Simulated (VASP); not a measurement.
# MoS2 (P6_3/mmc) in VASP: relaxation of cell and atoms with LDA

Aim: the relaxation of cell and atoms of MoS2 with LDA.

Everything below comes from runs of VASP 6.6.1. Logs are shortened: lines on timing, memory, paths and dates and some standing lists are left out, and cuts for length are marked.

### Step 1. The cell of the first run

The structure is hexagonal, space group P6_3/mmc (No. 194). Conventional cell: a = 3.169 Å, b = 3.169 Å, c = 12.324 Å, α = 90.00°, β = 90.00°, γ = 120.00°. Within 3.2 Å of Mo (site symmetry -6m2) lie 6 S at 2.41 Å and 6 Mo at 3.17 Å. S (site symmetry 3m) has 3 Mo at 2.41 Å and 7 S at 3.13 to 3.17 Å within 3.2 Å.

### Step 2. Relaxation of cell and atoms, LDA

File INCAR:

```
SYSTEM = MoS2
PREC = Accurate
ENCUT = 600
EDIFF = 1E-6
ISMEAR = 0
SIGMA = 0.01
LREAL = .False.
LASPH = .True.
NELM = 80
ALGO = Normal
ISIF = 3
LWAVE = .False.
LCHARG = .False.
GGA = CA
IBRION = 2
NSW = 80
EDIFFG = -0.001
```

File KPOINTS:

```
Automatic mesh
0
Gamma
  12 12 3
  0 0 0
```

File POSCAR:

```
MoS2
1.0
    3.1690000000      0.0000000000      0.0000000000
   -1.5845000000      2.7444345046      0.0000000000
    0.0000000000      0.0000000000     12.3240000000
Mo S
2 4
Direct
    0.3333333333      0.6666666667      0.2500000000
    0.6666666667      0.3333333333      0.7500000000
    0.3333333333      0.6666666667      0.6230000000
    0.6666666667      0.3333333333      0.1230000000
    0.3333333333      0.6666666667      0.8770000000
    0.6666666667      0.3333333333      0.3770000000
```

Potentials or basis: VASP PAW LDA potentials, release 64 (Mo_sv, S).

Launch:

```
> cat potpaw_LDA.64/Mo_sv/POTCAR potpaw_LDA.64/S/POTCAR > POTCAR
> mpirun -np 1 vasp_std > vasp.out
```

OUTCAR:

```text
SYSTEM = MoS2
   PREC = Accurate
   ENCUT = 600
   EDIFF = 1E-6
   ISMEAR = 0
   LREAL = .False.
   LASPH = .True.
   NELM = 80
   ISIF = 3
   GGA = CA
   IBRION = 2
   NSW = 80
   EDIFFG = -0.001

 ion  position               nearest neighbor table
   1  0.333  0.667  0.250-   4 2.41   6 2.41   4 2.41   6 2.41   4 2.41   6 2.41
   2  0.667  0.333  0.750-   3 2.41   5 2.41   3 2.41   5 2.41   3 2.41   5 2.41
   3  0.333  0.667  0.623-   2 2.41   2 2.41   2 2.41
   4  0.667  0.333  0.123-   1 2.41   1 2.41   1 2.41
   5  0.333  0.667  0.877-   2 2.41   2 2.41   2 2.41
   6  0.667  0.333  0.377-   1 2.41   1 2.41   1 2.41

  LATTYP: Found a hexagonal cell.
 ALAT       =     3.1690000000
 C/A-ratio  =     3.8889239508

  Lattice vectors:

 A1 = (   3.1690000000,   0.0000000000,   0.0000000000)
 A2 = (  -1.5845000000,   2.7444345046,   0.0000000000)
 A3 = (   0.0000000000,   0.0000000000,  12.3240000000)

Analysis of symmetry for initial positions (statically):
=====================================================================
 Subroutine PRICEL returns:
 Original cell was already a primitive cell.

 Routine SETGRP: Setting up the symmetry group for a
 hexagonal supercell.

 Subroutine GETGRP returns: Found 24 space group operations
 (whereof 12 operations were pure point group operations)
 out of a pool of 24 trial point group operations.

The static configuration has the point symmetry D_3d.
 The point group associated with its full space group is D_6h.

Analysis of symmetry for dynamics (positions and initial velocities):
=====================================================================
 Subroutine PRICEL returns:
 Original cell was already a primitive cell.

 Routine SETGRP: Setting up the symmetry group for a
 hexagonal supercell.

 Subroutine GETGRP returns: Found 24 space group operations
 (whereof 12 operations were pure point group operations)
 out of a pool of 24 trial point group operations.

The dynamic configuration has the point symmetry D_3d.
 The point group associated with its full space group is D_6h.

 Subroutine INISYM returns: Found 24 space group operations
 (whereof 12 operations are pure point group operations),
 and found     1 'primitive' translations

----------------------------------------------------------------------------------------

                                     Primitive cell

  volume of cell :     107.1832

  direct lattice vectors                    reciprocal lattice vectors
     3.169000000  0.000000000  0.000000000     0.315556958  0.182186895  0.000000000
    -1.584500000  2.744434505  0.000000000     0.000000000  0.364373789  0.000000000
     0.000000000  0.000000000 12.324000000     0.000000000  0.000000000  0.081142486

  length of vectors
     3.169000000  3.169000000 12.324000000     0.364373789  0.364373789  0.081142486

  position of ions in fractional coordinates (direct lattice)
     0.333333333  0.666666667  0.250000000
     0.666666667  0.333333333  0.750000000
     0.333333333  0.666666667  0.623000000
     0.666666667  0.333333333  0.123000000
     0.333333333  0.666666667  0.877000000
     0.666666667  0.333333333  0.377000000

  ion indices of the primitive-cell ions
   primitive index   ion index
                 1           1
                 2           2
                 3           3
                 4           4
                 5           5
                 6           6

----------------------------------------------------------------------------------------

 KPOINTS: Automatic mesh

Automatic generation of k-mesh.
 Grid dimensions read from file:
 generate k-points for:   12   12    3

 Generating k-lattice:

  Cartesian coordinates                     Fractional coordinates (reciprocal lattice)
     0.026296413  0.015182241  0.000000000     0.083333333  0.000000000  0.000000000
     0.000000000  0.030364482  0.000000000     0.000000000  0.083333333  0.000000000
     0.000000000  0.000000000  0.027047495     0.000000000  0.000000000  0.333333333

  Length of vectors
     0.030364482  0.030364482  0.027047495

  Shift w.r.t. Gamma in fractional coordinates (k-lattice)
     0.000000000  0.000000000  0.000000000

 Subroutine IBZKPT returns following result:
 ===========================================

 Found     38 irreducible k-points:

 Following reciprocal coordinates:
            Coordinates               Weight
  0.000000  0.000000  0.000000      1.000000
  0.083333  0.000000  0.000000      6.000000
  0.166667 -0.000000  0.000000      6.000000
  0.250000 -0.000000  0.000000      6.000000
  0.333333 -0.000000  0.000000      6.000000
  0.416667 -0.000000  0.000000      6.000000
[... 16 lines left out ...]
  0.250000 -0.000000  0.333333     12.000000
  0.333333 -0.000000  0.333333     12.000000
 [... further k-points ...]
   k-points           NKPTS =     38   k-points in BZ     NKDIM =     38   number of bands    NBANDS=     31
   number of dos      NEDOS =    301   number of ions     NIONS =      6
   total plane-waves  NPLWV =  76832
   dimension x,y,z NGX =    28 NGY =   28 NGZ =   98
   dimension x,y,z NGXF=    56 NGYF=   56 NGZF=  196
   ions per type =               2   4
   NGX,Y,Z   is equivalent  to a cutoff of  14.69, 14.69, 13.22 a.u.
   NGXF,Y,Z  is equivalent  to a cutoff of  29.38, 29.38, 26.44 a.u.
 SYSTEM =  MoS2
   PREC   = accura    normal or accurate (medium, high low for compatibility)
   ISTART =      0    job   : 0-new  1-cont  2-samecut
   ICHARG =      2    charge: 1-file 2-atom 10-const
   ISPIN  =      1    spin polarized calculation?
   LNONCOLLINEAR =      F non collinear calculations
   LSORBIT =      F    spin-orbit coupling
   LASPH  =      T    aspherical Exc in radial PAW
   ENCUT  =  600.0 eV  44.10 Ry    6.64 a.u.   6.33  6.33 24.61*2*pi/ulx,y,z
   NELM   =     80;   NELMIN=  2; NELMDL= -5     # of ELM steps
   EDIFF  = 0.1E-05   stopping-criterion for ELM
   LREAL  =      F    real-space projection
   EDIFFG = -.1E-02   stopping-criterion for IOM
   NSW    =     80    number of steps for IOM
   IBRION =      2    ionic relax: 0-MD 1-quasi-New 2-CG
   NFREE  =      1    steps in history (QN), initial steepest desc. (CG)
   ISIF   =      3    stress and relaxation
   ISYM   =      2    0-nonsym 1-usesym 2-fastsym
   POTIM  = 0.5000    time-step for ionic-motion
   TEBEG  =    0.0;   TEEND  =   0.0 temperature during run
   PSTRESS=    0.0 pullay stress
   NELECT =      52.0000    total number of electrons
   NUPDOWN=      -1.0000    fix difference up-down
   EMIN   =  10.00;   EMAX   =-10.00  energy-range for DOS
   EFERMI =   0.00;   METHOD = LEGACY
   ISMEAR =     0;   SIGMA  =   0.01  broadening in eV -4-tet -1-fermi 0-gaus
   EFERMI_NEDOS =   21; number of points for ismear=-14 and -15
   IALGO  =     38    algorithm
   IMIX   =      4    mixing-type and parameters
     AMIX     =   0.40;   BMIX     =  1.00
     AMIX_MAG =   1.60;   BMIX_MAG =  1.00
  volume/ion in A,a.u.               =      17.86       120.55
  Fermi-wavevector in a.u.,A,eV,Ry     =   1.286373  2.430893 22.514325  1.654756
  Thomas-Fermi vector in A             =   2.418452
   LORBIT       =      0    0 simple, 1 ext, 2 COOP (PROOUT), +10 PAW based schemes
   GGA     = CA    functional components
   LHFCALC =     F    Hartree Fock is set to
   AEXX    =    0.0000 exact exchange contribution
   IVDW    =     0    specifies the selected vdW correction
   LEPSILON=     F    determine dielectric tensor
   LRPA    =     F    only Hartree local field effects (RPA)
 conjugate gradient relaxation of ions
 non-spin polarized calculation
 Gauss-broadening in eV      SIGMA  =   0.01
  energy-cutoff  :      600.00
  volume of cell :      107.18
 maximum number of plane-waves:      3603
 NGX is ok and might be reduce to    28
   NGX = 13   NGY = 13   NGZ = 49

--------------------------------------- Ionic step        1  -------------------------------------------

 number of electron      52.0000000 magnetization

 Free energy of the ion-electron system (eV)
  ---------------------------------------------------
  ext. energy  EPLUGINS =         0.00000000
  ---------------------------------------------------
  free energy    TOTEN  =       -48.88908882 eV

  energy without entropy =      -48.88908882  energy(sigma->0) =      -48.88908882

------------------------ aborting loop because EDIFF is reached ----------------------------------------

  FORCE on cell =-STRESS in cart. coord.  units (eV):
  Direction    XX          YY          ZZ          XY          YZ          ZX
  --------------------------------------------------------------------------------------
  -------------------------------------------------------------------------------------
  Total       -3.7987818     -3.7987818     -3.5300128      0.0000000      0.0000000      0.0000000
  in kB      -56.7842811    -56.7842811    -52.7667163      0.0000000      0.0000000      0.0000000
  external PRESSURE =     -55.4450928 kB  Pullay stress =       0.0000000 kB
[... 101 lines left out ...]
  FREE ENERGIE OF THE ION-ELECTRON SYSTEM (eV)
  ---------------------------------------------------
  free  energy   TOTEN  =       -48.9532165287 eV

  energy  without entropy=      -48.9532165287  energy(sigma->0) =      -48.95321653

[... ionic steps 4 to 10 ...]

--------------------------------------- Ionic step       11  -------------------------------------------

 number of electron      51.9999999 magnetization

------------------------ aborting loop because EDIFF is reached ----------------------------------------

  FORCE on cell =-STRESS in cart. coord.  units (eV):
  Direction    XX          YY          ZZ          XY          YZ          ZX
  --------------------------------------------------------------------------------------
  -------------------------------------------------------------------------------------
  Total       -0.0499995     -0.0499995     -0.0574854     -0.0000000      0.0000000      0.0000000
  in kB       -0.7849663     -0.7849663     -0.9024913     -0.0000000      0.0000000      0.0000000
  external PRESSURE =      -0.8241413 kB  Pullay stress =       0.0000000 kB
[... 65 lines left out ...]
  energy  without entropy=      -48.9606566514  energy(sigma->0) =      -48.96065665

--------------------------------------- Ionic step       13  -------------------------------------------

 number of electron      51.9999999 magnetization

 Free energy of the ion-electron system (eV)
  ---------------------------------------------------
  ext. energy  EPLUGINS =         0.00000000
  ---------------------------------------------------
  free energy    TOTEN  =       -48.96141389 eV

  energy without entropy =      -48.96141389  energy(sigma->0) =      -48.96141389

 E-fermi :   8.2276     XC(G=0): -11.3781

 val. band max:        8.0586090265   @ k =   0.0000   0.0000   0.0000
 cond. band min:       8.7946191172   @ k =   0.1667   0.1667   0.0000
 fundamental gap:      0.7360100907
 Fermi energy:         8.2275934807

 k-point     1 :       0.0000    0.0000    0.0000
  band No.  band energies     occupation
      1     -53.1234      2.00000
      2     -53.1234      2.00000
      3     -27.5160      2.00000
      4     -27.5158      2.00000
      5     -27.2265      2.00000
      6     -27.2265      2.00000
[... 805 lines left out ...]
     30       9.9223      0.00000
     31      10.8178      0.00000

 [... further k-points ...]
[... 5 lines left out ...]
  --------------------------------------------------------------------------------------
  -------------------------------------------------------------------------------------
  Total       -0.0030257     -0.0030257     -0.0029511      0.0000000      0.0000000      0.0000000
  in kB       -0.0475238     -0.0475238     -0.0463513      0.0000000      0.0000000      0.0000000
  external PRESSURE =      -0.0471330 kB  Pullay stress =       0.0000000 kB
[... 21 lines left out ...]
  FREE ENERGIE OF THE ION-ELECTRON SYSTEM (eV)
  ---------------------------------------------------
  free  energy   TOTEN  =       -48.9614138925 eV

  energy  without entropy=      -48.9614138925  energy(sigma->0) =      -48.96141389

 reached required accuracy - stopping structural energy minimisation
```

Run time: 13 min. Hardware: 1 thread of Intel Xeon Platinum 8488C (Sapphire Rapids), shared host; peak memory 0.3 GiB.

What came out:

```yaml
Free_energy: -48.9614 eV
Relaxed_volume: 17.00 Å³/atom
Relaxed_cell: a = 3.124 Å, b = 3.124 Å, c = 12.072 Å, α = 90.00°, β = 90.00°, γ = 120.00°
Space_group_after_relaxing_to_0.1_Å: P6_3/mmc (No. 194)
Energy_gained_by_relaxing: 12.1 meV/atom
Ionic_steps: 13
Pressure_after_relaxing: 0.0 GPa
Band_gap_on_the_k_mesh: 0.74 eV (least direct gap 1.76 eV)
```

Step by step:
```tsv
step	energy change (eV)	largest force (eV/Å)	pressure (GPa)	volume (Å³)
1	0.0000	0.4650	-5.54	107.18
2	0.2140	1.6299	12.97	97.88
3	-0.0641	0.1484	-0.35	104.03
4	-0.0642	0.1606	-0.23	103.97
5	-0.0691	0.0352	-0.06	103.40
6	-0.0691	0.0373	-0.06	103.41
7	-0.0696	0.0329	-0.09	103.29
8	-0.0709	0.0217	-0.09	102.95
9	-0.0722	0.0013	-0.09	102.26
10	-0.0723	0.0102	-0.08	102.01
11	-0.0723	0.0084	-0.08	102.05
12	-0.0716	0.0720	0.63	101.65
13	-0.0723	0.0006	0.00	102.01
```

Final structure:
```
CELL_PARAMETERS angstrom
3.12362 0.00000 0.00000
-1.56181 2.70514 0.00000
0.00000 0.00000 12.07214
ATOMIC_POSITIONS crystal
Mo 0.33333 0.66667 0.25000
Mo 0.66667 0.33333 0.75000
S 0.33333 0.66667 0.62124
S 0.66667 0.33333 0.12124
S 0.33333 0.66667 0.87876
S 0.66667 0.33333 0.37876
```

Caveat: an odd mesh through Γ misses points on the zone boundary, where band edges can lie.
